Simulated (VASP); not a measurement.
A run of VASP 6.6.1:

File INCAR:

```
PREC = Accurate
ENCUT = 520
EDIFF = 1E-6
ISMEAR = 1
SIGMA = 0.01
LREAL = False
LASPH = True
NELM = 60
ALGO = Normal
ISIF = 2
LWAVE = False
LCHARG = False
GGA = CA
NBANDS = 16
```

KPOINTS

```
regular mesh
0
Gamma
  7 7 7
```

Contents of POSCAR:

```
LaS
1.0
    0.0000000000      2.9655175750      2.9655175750
    2.9655175750      0.0000000000      2.9655175750
    2.9655175750      2.9655175750      0.0000000000
La S
1 1
Direct
    0.0000000000      0.0000000000      0.0000000000
    0.5000000000      0.5000000000      0.5000000000
```

Potentials or basis: VASP PAW LDA potentials, release 64 (La, S).

Launch:

```console
$ cat potpaw_LDA.64/La/POTCAR potpaw_LDA.64/S/POTCAR > POTCAR
$ mpirun -np 1 vasp_std > vasp.out
```

Hardware: 1 thread of Intel(R) Xeon(R) 6975P-C (Granite Rapids) (shared host).

Q: How long does it take, and how much memory?

A: Run time: 14 s on 1 thread of Intel(R) Xeon(R) 6975P-C (Granite Rapids), on a shared host, peak memory 0.16 GiB. Counts: scf iterations 12, k points 20.
